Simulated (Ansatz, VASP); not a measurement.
**One calculation of Ti, two programs**

```xyz
1
Lattice="-1.6410 1.6410 1.6410 1.6410 -1.6410 1.6410 1.6410 1.6410 -1.6410" Properties=species:S:1:pos:R:3 pbc="T T T"
Ti    0.0000    0.0000    0.0000
```

Alike in both runs: task relaxation of cell and atoms; functional PBEsol; dispersion D3(BJ); k mesh 11 × 11 × 11; occupations fermi-dirac, width 0.05 eV; no spin polarisation.

|  | VASP | Ansatz |
| --- | --- | --- |
| version | VASP 6.6.1 | Ansatz 0.2.0 |
| potentials or method | VASP PAW PBE potentials, release 64 (Ti_sv), cutoff 600 eV | all-electron LAPW, scalar-relativistic |

Ansatz gave:

```
relaxed volume (Å³/atom)                                     : 15.63
relaxed cell length with the largest relative difference (Å) : 2.728
```

Estimate VASP's values.

relaxed volume (Å³/atom): 15.59; relaxed cell length with the largest relative difference (Å): 2.726.

VASP's potentials were made for PBE, not for PBEsol. Ansatz ran all-electron here, and VASP with PAW potentials.
